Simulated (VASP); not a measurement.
Write the native input for VASP 6.6.1 that does the following.

```yaml
Task: single point
Functional: PBE
Potentials_or_basis: VASP PAW PBE potentials, release 64 (Ga_d, N)
Cutoff: 520 eV
k_mesh: 13 × 13 × 7
Occupations: fermi-dirac, width 0.005 eV
Spin: no spin polarisation
Dipole_correction: no
Further_INCAR_settings: ALGO = Normal; EDIFF = 1e-06; NBANDS = 26
```

The structure of GaN (wurtzite type) lies in POSCAR:

```
GaN
1.0
    2.7422950092      0.0000000000      0.0000000000
   -1.3711475046      2.3748971427      0.0000000000
    0.0000000000      0.0000000000      4.6210671697
Ga N
2 2
Direct
    0.3333333333      0.6666666667      0.0052081196
    0.6666666667      0.3333333333      0.5052081196
    0.3333333333      0.6666666667      0.3707918804
    0.6666666667      0.3333333333      0.8707918804
```

These files were run (other wordings do the same):

INCAR

```
PREC = Accurate ; ENCUT = 520
EDIFF = 1E-6 ; ISMEAR = -1
SIGMA = 0.005 ; LREAL = False
LASPH = True ; NELM = 60
ALGO = Normal ; ISIF = 2
LWAVE = False ; LCHARG = False
GGA = PE ; NBANDS = 26
```

KPOINTS

```
regular mesh
0
Gamma
  13 13 7
```

Potentials or basis: VASP PAW PBE potentials, release 64 (Ga_d, N).

Command:

```bash
$ cat potpaw_PBE.64/Ga_d/POTCAR potpaw_PBE.64/N/POTCAR > POTCAR
$ mpirun -np 1 vasp_std > vasp.out
```

It gave:

```yaml
Pressure: 197.6 GPa
Band_gap_on_the_k_mesh: 4.19 eV, indirect (least direct gap 4.36 eV)
```

Wall time 28 s on 1 thread of Intel(R) Xeon(R) 6975P-C (Granite Rapids), with other jobs on the host, peak memory 0.18 GiB.
